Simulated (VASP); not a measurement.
Set up this calculation in VASP 6.6.1, as the native input.

* Task: single point
* Functional: PBE
* Potentials or basis: VASP PAW PBE potentials, release 64 (Ga_d, N)
* Cutoff: 520 eV
* k mesh: 8 × 8 × 6
* Occupations: gaussian, width 0.02 eV
* Spin: no spin polarisation
* Dipole correction: no
* Further INCAR settings: ALGO = Normal; EDIFF = 1e-06; NBANDS = 26

The structure of GaN lies in POSCAR:

```
GaN
1.0
    2.2742384940      2.2742384940      0.0000000000
   -2.2742384940      2.2742384940      0.0000000000
    0.0000000000      0.0000000000      4.5484769880
Ga N
2 2
Direct
    0.0000000000      0.0000000000      0.0000000000
    0.5000000000      0.5000000000      0.5000000000
    0.5000000000      0.0000000000      0.2500000000
    0.0000000000      0.5000000000      0.7500000000
```

The input as run:

INCAR

```
PREC = Accurate
ENCUT = 520
EDIFF = 1E-6
ISMEAR = 0
SIGMA = 0.02
LREAL = F
LASPH = T
NELM = 60
ALGO = Normal
ISIF = 2
LWAVE = F
LCHARG = F
GGA = PE
NBANDS = 26
```

KPOINTS

```
regular mesh
0
Gamma
  8 8 6
```

Potentials or basis: VASP PAW PBE potentials, release 64 (Ga_d, N).

The run is started by

```sh
$ cat potpaw_PBE.64/Ga_d/POTCAR potpaw_PBE.64/N/POTCAR > POTCAR
$ mpirun -np 1 vasp_std > vasp.out
```

Results of the run:

```
Pressure               : 0.1 GPa
Band gap on the k mesh : 1.55 eV
```

Wall time 52 s on 1 thread of AMD EPYC 7R43 64-Core Processor (Zen 3) (shared host), peak memory 0.16 GiB.
